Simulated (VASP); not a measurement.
Set up this calculation in VASP 6.6.1, as the native input.

```yaml
Task: single point
Functional: PBE
Potentials_or_basis: VASP PAW PBE potentials, release 64 (K_sv, Mg, F)
Cutoff: 520 eV
k_mesh: 6 × 6 × 4
Occupations: gaussian, width 0.1 eV
Spin: no spin polarisation
Dipole_correction: no
Further_INCAR_settings: ALGO = Normal; EDIFF = 1e-07; NBANDS = 43
```

The structure of KMgF3 lies in POSCAR:

```
KMgF3
1.0
    6.2950643452      0.0000000000      0.0000000000
   -3.1475321726      5.4516856414      0.0000000000
    0.0000000000      0.0000000000      4.5810071170
K Mg F
2 2 6
Direct
    0.0000000000      0.0000000000      0.5000000000
    0.0000000000      0.0000000000      0.0000000000
    0.3333333333      0.6666666667      0.7500000000
    0.6666666667      0.3333333333      0.2500000000
    0.1990644839      0.3981289678      0.2500000000
    0.8009355161      0.1990644839      0.7500000000
    0.8009355161      0.6018710322      0.7500000000
    0.1990644839      0.8009355161      0.2500000000
    0.6018710322      0.8009355161      0.2500000000
    0.3981289678      0.1990644839      0.7500000000
```

One way to write it, as run:

INCAR

```
SYSTEM = KMgF3
PREC = Accurate
ENCUT = 520
EDIFF = 1E-7
ISMEAR = 0
SIGMA = 0.1
LREAL = .FALSE.
LASPH = .TRUE.
NELM = 100
ALGO = Normal
ISIF = 2
LWAVE = .FALSE.
LCHARG = .FALSE.
GGA = PE
NBANDS = 43
```

KPOINTS

```
regular mesh
0
G
  6 6 4
  0 0 0
```

Potentials or basis: VASP PAW PBE potentials, release 64 (K_sv, Mg, F).

Command:

```console
$ cat potpaw_PBE.64/K_sv/POTCAR potpaw_PBE.64/Mg/POTCAR potpaw_PBE.64/F/POTCAR > POTCAR
$ mpirun -np 1 vasp_std > vasp.out
```

It gave:

The pressure is 0.6 GPa. The largest force is 0.049 eV/Å. The band gap on the k mesh is 2.06 eV.

Wall time 76 s on 1 thread of Intel(R) Xeon(R) 6975P-C (Granite Rapids) (shared host), peak memory 0.34 GiB.
